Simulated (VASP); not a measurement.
# MgF2 (Sellaite) (P4_2/mnm) in VASP: notebook

MgF2 (Sellaite) is run at these levels: HSE06, r2SCANh; tasks: single point.

All numbers are computed with VASP 6.6.1; they aren't measurements. Logs are shortened: lines on timing, memory, paths and dates and some standing lists are left out, and cuts for length are marked.

### Step 1. The cell of the first run

Symmetry: P4_2/mnm, No. 136, tetragonal system. The conventional cell has a = 4.622 Å, b = 4.622 Å, c = 3.046 Å, α = 90.00°, β = 90.00°, γ = 90.00°. Within 2.6 Å of Mg (site symmetry mmm) lie 6 F at 1.98 to 1.99 Å. Within 2.6 Å of F (site symmetry m2m) lie 3 Mg at 1.98 to 1.99 Å and 1 F at 2.58 Å.

### Step 2. Single point, HSE06

The input, POSCAR:

```
MgF2
1.0
    4.6220162608      0.0000000000      0.0000000000
    0.0000000000      4.6220162608      0.0000000000
    0.0000000000      0.0000000000      3.0461115451
Mg F
2 4
Direct
    0.0000000000      0.0000000000      0.0000000000
    0.5000000000      0.5000000000      0.5000000000
    0.3029506050      0.3029506050      0.0000000000
    0.1970493950      0.8029506050      0.5000000000
    0.6970493950      0.6970493950      0.0000000000
    0.8029506050      0.1970493950      0.5000000000
```

The input, INCAR.step1:

```
SYSTEM = MgF2
  PREC = Accurate
  ENCUT = 520
  EDIFF = 1E-5
  ISMEAR = 0
  SIGMA = 0.01
  LREAL = .FALSE.
  LASPH = .TRUE.
  NELM = 120
  ALGO = Normal
  ISIF = 2
  LWAVE = .TRUE.
  GGA = PE
  NBANDS = 25
  GGA_COMPAT = .FALSE.
  KPAR = 4
```

The input, INCAR.step2:

```
SYSTEM = MgF2
  PREC = Accurate
  ENCUT = 520
  EDIFF = 1E-6
  ISMEAR = 0
  SIGMA = 0.01
  LREAL = .FALSE.
  LASPH = .TRUE.
  NELM = 120
  ALGO = Normal
  ISIF = 2
  LWAVE = .FALSE.
  LCHARG = .TRUE.
  GGA = PE
  LHFCALC = .TRUE.
  HFSCREEN = 0.2079
  PRECFOCK = Normal
  LVHAR = .TRUE.
  ISTART = 1
  NBANDS = 25
  GGA_COMPAT = .FALSE.
  KPAR = 4
```

The input, KPOINTS:

```
Automatic mesh
0
G
  4 4 6
  0 0 0
```

Potentials or basis: VASP PAW PBE potentials, release 64 (Mg, F).

Command:

```bash
$ cat potpaw_PBE.64/Mg/POTCAR potpaw_PBE.64/F/POTCAR > POTCAR
$ cp INCAR.step1 INCAR
$ mpirun -np 4 vasp_std > vasp.out
$ cp INCAR.step2 INCAR
$ mpirun -np 4 vasp_std > vasp.out
```

OUTCAR:

```text
SYSTEM = MgF2
   PREC = Accurate
   ENCUT = 520
   EDIFF = 1E-6
   ISMEAR = 0
   LREAL = .FALSE.
   LASPH = .TRUE.
   NELM = 120
   ISIF = 2
   GGA = PE
   LHFCALC = .TRUE.
   HFSCREEN = 0.2079
   PRECFOCK = Normal
   ISTART = 1

 ion  position               nearest neighbor table
   1  0.000  0.000  0.000-   3 1.98   5 1.98   4 1.99   6 1.99   4 1.99   6 1.99   2 3.61   2 3.61
                             2 3.61   2 3.61   2 3.61   2 3.61   2 3.61   2 3.61
   2  0.500  0.500  0.500-   4 1.98   6 1.98   5 1.99   3 1.99   3 1.99   5 1.99   1 3.61   1 3.61
                             1 3.61   1 3.61   1 3.61   1 3.61   1 3.61   1 3.61
   3  0.303  0.303  0.000-   1 1.98   2 1.99   2 1.99
   4  0.197  0.803  0.500-   2 1.98   1 1.99   1 1.99
   5  0.697  0.697  0.000-   1 1.98   2 1.99   2 1.99
   6  0.803  0.197  0.500-   2 1.98   1 1.99   1 1.99

  LATTYP: Found a simple tetragonal cell.
 ALAT       =     4.6220162608
 C/A-ratio  =     0.6590438833

  Lattice vectors:

 A1 = (   4.6220162608,   0.0000000000,   0.0000000000)
 A2 = (   0.0000000000,   4.6220162608,   0.0000000000)
 A3 = (   0.0000000000,   0.0000000000,   3.0461115451)

Analysis of symmetry for initial positions (statically):
=====================================================================
 Subroutine PRICEL returns:
 Original cell was already a primitive cell.

 Routine SETGRP: Setting up the symmetry group for a
 simple tetragonal supercell.

 Subroutine GETGRP returns: Found 16 space group operations
 (whereof  8 operations were pure point group operations)
 out of a pool of 16 trial point group operations.

The static configuration has the point symmetry D_2h.
 The point group associated with its full space group is D_4h.

Analysis of symmetry for dynamics (positions and initial velocities):
=====================================================================
 Subroutine PRICEL returns:
 Original cell was already a primitive cell.

 Routine SETGRP: Setting up the symmetry group for a
 simple tetragonal supercell.

 Subroutine GETGRP returns: Found 16 space group operations
 (whereof  8 operations were pure point group operations)
 out of a pool of 16 trial point group operations.

The dynamic configuration has the point symmetry D_2h.
 The point group associated with its full space group is D_4h.

 Subroutine INISYM returns: Found 16 space group operations
 (whereof  8 operations are pure point group operations),
 and found     1 'primitive' translations

----------------------------------------------------------------------------------------

                                     Primitive cell

  volume of cell :      65.0742

  direct lattice vectors                    reciprocal lattice vectors
     4.622016261  0.000000000  0.000000000     0.216355794  0.000000000  0.000000000
     0.000000000  4.622016261  0.000000000     0.000000000  0.216355794  0.000000000
     0.000000000  0.000000000  3.046111545     0.000000000  0.000000000  0.328287387

  length of vectors
     4.622016261  4.622016261  3.046111545     0.216355794  0.216355794  0.328287387

  position of ions in fractional coordinates (direct lattice)
     0.000000000  0.000000000  0.000000000
     0.500000000  0.500000000  0.500000000
     0.302950605  0.302950605  0.000000000
     0.197049395  0.802950605  0.500000000
     0.697049395  0.697049395  0.000000000
     0.802950605  0.197049395  0.500000000

  ion indices of the primitive-cell ions
   primitive index   ion index
                 1           1
                 2           2
                 3           3
                 4           4
                 5           5
                 6           6

----------------------------------------------------------------------------------------

 KPOINTS: Automatic mesh

Automatic generation of k-mesh.
 Grid dimensions read from file:
 generate k-points for:    4    4    6

 Generating k-lattice:

  Cartesian coordinates                     Fractional coordinates (reciprocal lattice)
     0.054088949  0.000000000  0.000000000     0.250000000  0.000000000  0.000000000
     0.000000000  0.054088949  0.000000000     0.000000000  0.250000000  0.000000000
     0.000000000  0.000000000  0.054714565     0.000000000  0.000000000  0.166666667

  Length of vectors
     0.054088949  0.054088949  0.054714565

  Shift w.r.t. Gamma in fractional coordinates (k-lattice)
     0.000000000  0.000000000  0.000000000

 Subroutine IBZKPT returns following result:
 ===========================================

 Found     24 irreducible k-points:

 Following reciprocal coordinates:
            Coordinates               Weight
  0.000000  0.000000  0.000000      1.000000
  0.250000  0.000000  0.000000      4.000000
  0.500000  0.000000  0.000000      2.000000
  0.250000  0.250000  0.000000      4.000000
  0.500000  0.250000  0.000000      4.000000
  0.500000  0.500000  0.000000      1.000000
[... 16 lines left out ...]
  0.500000  0.250000  0.500000      4.000000
  0.500000  0.500000  0.500000      1.000000
   k-points           NKPTS =     24   k-points in BZ     NKDIM =     96   number of bands    NBANDS=     25
   number of dos      NEDOS =    301   number of ions     NIONS =      6
   total plane-waves  NPLWV =  31104
   dimension x,y,z NGX =    36 NGY =   36 NGZ =   24
   dimension x,y,z NGXF=    72 NGYF=   72 NGZF=   48
   ions per type =               2   4
   NGX,Y,Z   is equivalent  to a cutoff of  12.95, 12.95, 13.10 a.u.
   NGXF,Y,Z  is equivalent  to a cutoff of  25.90, 25.90, 26.20 a.u.
 SYSTEM =  MgF2
   PREC   = accura    normal or accurate (medium, high low for compatibility)
   ISTART =      1    job   : 0-new  1-cont  2-samecut
   ICHARG =      0    charge: 1-file 2-atom 10-const
   ISPIN  =      1    spin polarized calculation?
   LNONCOLLINEAR =      F non collinear calculations
   LSORBIT =      F    spin-orbit coupling
   LASPH  =      T    aspherical Exc in radial PAW
   ENCUT  =  520.0 eV  38.22 Ry    6.18 a.u.   8.59  8.59  5.66*2*pi/ulx,y,z
   NELM   =    120;   NELMIN=  2; NELMDL=  0     # of ELM steps
   EDIFF  = 0.1E-05   stopping-criterion for ELM
   LREAL  =      F    real-space projection
   EDIFFG = 0.1E-04   stopping-criterion for IOM
   NSW    =      0    number of steps for IOM
   IBRION =     -1    ionic relax: 0-MD 1-quasi-New 2-CG
   NFREE  =      0    steps in history (QN), initial steepest desc. (CG)
   ISIF   =      2    stress and relaxation
   ISYM   =      3    0-nonsym 1-usesym 2-fastsym
   POTIM  = 0.5000    time-step for ionic-motion
   TEBEG  =    0.0;   TEEND  =   0.0 temperature during run
   PSTRESS=    0.0 pullay stress
   NELECT =      32.0000    total number of electrons
   NUPDOWN=      -1.0000    fix difference up-down
   EMIN   =  10.00;   EMAX   =-10.00  energy-range for DOS
   EFERMI =   0.00;   METHOD = LEGACY
   ISMEAR =     0;   SIGMA  =   0.01  broadening in eV -4-tet -1-fermi 0-gaus
   EFERMI_NEDOS =   21; number of points for ismear=-14 and -15
   IALGO  =     38    algorithm
   IMIX   =      1    mixing-type and parameters
     AMIX     =   0.40;   BMIX     =  1.00
     AMIX_MAG =   1.60;   BMIX_MAG =  1.00
  volume/ion in A,a.u.               =      10.85        73.19
  Fermi-wavevector in a.u.,A,eV,Ry     =   1.292177  2.441860 22.717929  1.669721
  Thomas-Fermi vector in A             =   2.423901
   LORBIT       =      0    0 simple, 1 ext, 2 COOP (PROOUT), +10 PAW based schemes
   GGA     = PE    functional components
   LHFCALC =     T    Hartree Fock is set to
   PRECFOCK=normal    Normal, Fast or Accurate (Low or Medium for compatibility)
   ENCUT4O =  -1.0   cutoff for four orbital integrals eV
   NKREDX  =     1    reduce k-point grid by
   NKREDY  =     1    reduce k-point grid by
   NKREDZ  =     1    reduce k-point grid by
   AEXX    =    0.2500 exact exchange contribution
   HFSCREEN=    0.2079 screening length (either q_TF or 0.3 A-1)
   HFSCREENC=   0.2079 screening length for correlation (either q_TF or 0.3 A-1)
   ENCUTFOCK=  -1.0 apply spherical cutoff to Coloumb kernel
   IVDW    =     0    specifies the selected vdW correction
   LEPSILON=     F    determine dielectric tensor
   LRPA    =     F    only Hartree local field effects (RPA)
 non-spin polarized calculation
 Gauss-broadening in eV      SIGMA  =   0.01
  energy-cutoff  :      520.00
  volume of cell :       65.07
 maximum number of plane-waves:      1772
 NGX is ok and might be reduce to    36
  NGX = 28; NGY = 28; NGZ = 18

 number of electron      32.0000031 magnetization

 Free energy of the ion-electron system (eV)
  ---------------------------------------------------
  ext. energy  EPLUGINS =         0.00000000
  ---------------------------------------------------
  free energy    TOTEN  =       -38.30840589 eV

  energy without entropy =      -38.30840589  energy(sigma->0) =      -38.30840589

 E-fermi :  -2.8144     XC(G=0):  -7.9937

 val. band max:       -2.9679389005   @ k =   0.0000   0.0000   0.0000
 cond. band min:       6.4403320582   @ k =   0.0000   0.0000   0.0000
 fundamental gap:      9.4082709587
 Fermi energy:        -2.8143837558

 k-point     1 :       0.0000    0.0000    0.0000
  band No.  band energies     occupation
      1     -25.2826      2.00000
      2     -24.4507      2.00000
      3     -24.4507      2.00000
      4     -24.3525      2.00000
      5      -7.1501      2.00000
      6      -5.5691      2.00000
[... 17 lines left out ...]
     24      18.2956      0.00000
     25      18.2956      0.00000

 k-point     2 :       0.2500    0.0000    0.0000
  band No.  band energies     occupation
      1     -25.1806      2.00000
      2     -24.6224      2.00000
      3     -24.4225      2.00000
      4     -24.3236      2.00000
      5      -6.9175      2.00000
      6      -5.6971      2.00000
[... 17 lines left out ...]
     24      17.7391      0.00000
     25      18.2920      0.00000
[... 586 lines left out ...]
     24      15.2642      0.00000
     25      16.9993      0.00000

 k-point    24 :       0.5000    0.5000    0.5000
  band No.  band energies     occupation
      1     -24.6062      2.00000
      2     -24.6062      2.00000
      3     -24.4128      2.00000
      4     -24.4128      2.00000
      5      -6.8244      2.00000
      6      -6.8244      2.00000
[... 17 lines left out ...]
     24      14.8194      0.00000
     25      17.6042      0.00000

------------------------ aborting loop because EDIFF is reached ----------------------------------------

  FORCE on cell =-STRESS in cart. coord.  units (eV):
  Direction    XX          YY          ZZ          XY          YZ          ZX
  --------------------------------------------------------------------------------------
  -------------------------------------------------------------------------------------
  Total        0.3004443      0.3004443      0.2721063     -0.0000000      0.0000000      0.0000000
  in kB        7.3971737      7.3971737      6.6994703     -0.0000000      0.0000000      0.0000000
  external PRESSURE =       7.1646059 kB  Pullay stress =       0.0000000 kB

 VOLUME and BASIS-vectors are now :
 -----------------------------------------------------------------------------
  energy-cutoff  :      520.00
  volume of cell :       65.07
      direct lattice vectors                 reciprocal lattice vectors
     4.622016261  0.000000000  0.000000000     0.216355794  0.000000000  0.000000000
     0.000000000  4.622016261  0.000000000     0.000000000  0.216355794  0.000000000
     0.000000000  0.000000000  3.046111545     0.000000000  0.000000000  0.328287387

 POSITION                                       TOTAL-FORCE (eV/Angst)
 -----------------------------------------------------------------------------------
      0.00000      0.00000      0.00000         0.000000      0.000000     -0.000000
      2.31101      2.31101      1.52306         0.000000      0.000000     -0.000000
      1.40024      1.40024      0.00000         0.011651      0.011651      0.000000
      0.91077      3.71125      1.52306        -0.011651      0.011651      0.000000
      3.22177      3.22177      0.00000        -0.011651     -0.011651     -0.000000
      3.71125      0.91077      1.52306         0.011651     -0.011651     -0.000000
 -----------------------------------------------------------------------------------
    total drift:                                0.000555      0.000545      0.000045

  FREE ENERGIE OF THE ION-ELECTRON SYSTEM (eV)
  ---------------------------------------------------
  free  energy   TOTEN  =       -38.3084058946 eV

  energy  without entropy=      -38.3084058946  energy(sigma->0) =      -38.30840589
```

Run time: 27 min. Hardware: 4 MPI ranks of Intel Xeon Platinum 8259CL at 2.50GHz (Skylake/Cascade Lake), shared host; peak memory 0.31 GiB.

What came out:

```
Free energy            : -38.3084 eV
Pressure               : 0.7 GPa
Largest force          : 0.016 eV/Å
Band gap on the k mesh : 9.41 eV, direct
```

Forces in eV/Å, atoms in the order of the input:
```
Mg   0.000  0.000  0.000
Mg   0.000  0.000  0.000
F    0.012  0.012  0.000
F   -0.012  0.012  0.000
F   -0.012 -0.012  0.000
F    0.012 -0.012  0.000
```

Levels at points of the mesh, in eV from the valence-band top:
| k point | band 14 | band 15 | band 16 | band 17 | band 18 | band 19 |
| --- | --- | --- | --- | --- | --- | --- |
| (0.00, 0.00, 0.00) | -0.29 | -0.29 | 0.00 | 9.41 | 14.67 | 14.67 |
| (0.50, 0.00, 0.00) | -0.95 | -0.38 | -0.38 | 11.88 | 11.88 | 15.95 |
| (0.50, 0.50, 0.00) | -0.93 | -0.82 | -0.82 | 13.69 | 13.69 | 13.73 |
| (0.00, 0.00, 0.50) | -1.20 | -0.90 | -0.90 | 14.33 | 14.33 | 17.51 |
| (0.50, 0.00, 0.50) | -0.73 | -0.69 | -0.69 | 15.22 | 15.22 | 16.03 |
| (0.50, 0.50, 0.50) | -0.65 | -0.48 | -0.48 | 15.69 | 15.69 | 15.85 |

Caveat: the PAW data sets were made with another functional, which shifts forces and pressure a little.

### Step 3. Single point, r2SCANh

POSCAR is that of step 2.

The input, INCAR.step1:

```
SYSTEM = MgF2
PREC = Accurate
ENCUT = 580
EDIFF = 1E-5
ISMEAR = 0
SIGMA = 0.01
LREAL = .FALSE.
LASPH = .TRUE.
NELM = 120
ALGO = Normal
ISIF = 2
LWAVE = .TRUE.
LCHARG = .FALSE.
NBANDS = 25
GGA = PE
GGA_COMPAT = .FALSE.
KPAR = 4
```

The input, INCAR.step2:

```
SYSTEM = MgF2
PREC = Accurate
ENCUT = 580
EDIFF = 1E-6
ISMEAR = 0
SIGMA = 0.01
LREAL = .FALSE.
LASPH = .TRUE.
NELM = 120
ALGO = Normal
ISIF = 2
LWAVE = .FALSE.
LCHARG = .FALSE.
METAGGA = R2SCAN
LHFCALC = .TRUE.
AEXX = 0.1
LMIXTAU = .TRUE.
PRECFOCK = Normal
NBANDS = 25
ISTART = 1
GGA_COMPAT = .FALSE.
KPAR = 4
```

KPOINTS is that of step 2.

Potentials or basis: VASP PAW PBE potentials, release 64 (Mg, F).

Command:

```bash
$ cat potpaw_PBE.64/Mg/POTCAR potpaw_PBE.64/F/POTCAR > POTCAR
$ cp INCAR.step1 INCAR
$ mpirun -np 4 vasp_std > vasp.out
$ cp INCAR.step2 INCAR
$ mpirun -np 4 vasp_std > vasp.out
```

Wall time 13 min (4 MPI ranks of Intel Xeon 6975P-C (Granite Rapids), shared host); peak memory 0.24 GiB.

The run converged. Its results:

```yaml
Free_energy: -45.9254 eV
Pressure: -2.0 GPa
Largest_force: 0.018 eV/Å
Band_gap_on_the_k_mesh: 9.12 eV, direct
```

Forces in eV/Å, atoms in the order of the input:
```
Mg   0.000  0.000  0.000
Mg   0.000  0.000  0.000
F    0.013  0.013  0.000
F   -0.013  0.013  0.000
F   -0.013 -0.013  0.000
F    0.013 -0.013  0.000
```

Stress tensor (GPa, compression positive):
```
-1.92  0.00  0.00
 0.00 -1.92  0.00
 0.00  0.00 -2.15
```

Levels at points of the mesh, in eV from the valence-band top:
| k point | band 14 | band 15 | band 16 | band 17 | band 18 | band 19 |
| --- | --- | --- | --- | --- | --- | --- |
| (0.00, 0.00, 0.00) | -0.31 | -0.31 | 0.00 | 9.12 | 14.39 | 14.39 |
| (0.50, 0.00, 0.00) | -0.97 | -0.38 | -0.38 | 11.58 | 11.58 | 15.68 |
| (0.50, 0.50, 0.00) | -0.94 | -0.80 | -0.80 | 13.35 | 13.35 | 13.48 |
| (0.00, 0.00, 0.50) | -1.18 | -0.88 | -0.88 | 14.02 | 14.02 | 17.23 |
| (0.50, 0.00, 0.50) | -0.74 | -0.69 | -0.69 | 14.92 | 14.92 | 15.75 |
| (0.50, 0.50, 0.50) | -0.64 | -0.48 | -0.48 | 15.38 | 15.38 | 15.70 |

Caveat: the PAW data sets were made with another functional, which shifts forces and pressure a little.
